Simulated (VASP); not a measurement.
Wanted: the native input for a VASP 6.6.1 run.

```yaml
Task: single point
Functional: PBE
Potentials_or_basis: VASP PAW PBE potentials, release 64 (Ta_pv, Si)
Cutoff: 520 eV
k_mesh: 3 × 3 × 3
Occupations: gaussian, width 0.1 eV
Spin: no spin polarisation
Dipole_correction: no
Further_INCAR_settings: ALGO = Normal; EDIFF = 1e-06; NBANDS = 38; ISYM = 0
```

The structure of TaSi2 lies in POSCAR:

```
TaSi2
1.0
    5.2336610695      0.1890106619      0.1419411144
    0.2004857958      5.1108691314     -0.2240385167
    0.1450085049     -0.2143537763      5.1630630096
Ta Si
3 6
Direct
    0.6743070161      0.0839266162      0.1954283555
    0.9215057572      0.3381605124      0.7001652132
    0.4069265473      0.5867004167      0.4611803301
    0.2606656519      0.3338452024      0.0340583613
    0.5593107068      0.6603330216     -0.0572737630
    1.0037317768      0.8418669522      0.7871807372
    0.5053897896      0.0696959644      0.6864013339
    0.1595168045      1.0063125144      0.3342366269
    0.9023478730      0.5924526527      0.2739314508
```

The input as run:

INCAR

```
ALGO = Normal
EDIFF = 1E-6
ENCUT = 520
GGA = PE
ISIF = 2
ISMEAR = 0
ISYM = 0
LASPH = True
LCHARG = True
LELF = True
LREAL = False
LVHAR = True
LWAVE = False
NBANDS = 38
NELM = 100
PREC = Accurate
SIGMA = 0.1
```

KPOINTS

```
k-points
0
Gamma
  3 3 3
```

Potentials or basis: VASP PAW PBE potentials, release 64 (Ta_pv, Si).

The run is started by

```sh
$ cat potpaw_PBE.64/Ta_pv/POTCAR potpaw_PBE.64/Si/POTCAR > POTCAR
$ mpirun -np 1 vasp_std > vasp.out
```

Results of the run:

* Pressure: 0.1 GPa
* Largest force: 0.040 eV/Å

Caveat: the k points lie up to 0.41 Å⁻¹ apart.

Run time: 61 s on 1 thread of Intel(R) Xeon(R) Platinum 8488C (Sapphire Rapids), on a shared host, peak memory 0.25 GiB.
